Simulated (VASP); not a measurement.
WC, 2 atoms in the cell. Symmetry: P-6m2, No. 187, hexagonal system. Conventional cell: a = 2.957 Å, b = 2.957 Å, c = 2.884 Å, α = 90.00°, β = 90.00°, γ = 120.00°. Within 3.0 Å of W (site symmetry -6m2) lie 6 C at 2.24 Å and 8 W at 2.88 to 2.96 Å. C (site symmetry -6m2) has 6 W at 2.24 Å and 8 C at 2.88 to 2.96 Å within 3.0 Å.  This cell differs from its parent crystal: volume scaled by 1.06.

| Quantity | Value |
| --- | --- |
| Program | VASP 6.6.1 |
| Task | single point |
| Functional | PBE |
| Potentials or basis | VASP PAW PBE potentials, release 64 (W_sv, C) |
| Cutoff | 520 eV |
| k mesh | 13 × 13 × 12 |
| Occupations | fermi-dirac, width 0.05 eV |
| Spin | no spin polarisation |
| Dipole correction | no |
| Further INCAR settings | ALGO = Normal; EDIFF = 1e-06; NBANDS = 16 |

Potentials or basis: VASP PAW PBE potentials, release 64 (W_sv, C).

The run is started by

```console
$ cat potpaw_PBE.64/W_sv/POTCAR potpaw_PBE.64/C/POTCAR > POTCAR
$ mpirun -np 1 vasp_std > vasp.out
```

Hardware: 1 thread of AMD EPYC 7R13, with other jobs on the host.

Question: Estimate the wall time of this run.

Answer: Run time: 92 s on 1 thread of AMD EPYC 7R13, on a shared host, peak memory 0.15 GiB. Counts: scf iterations 12, k points 147.
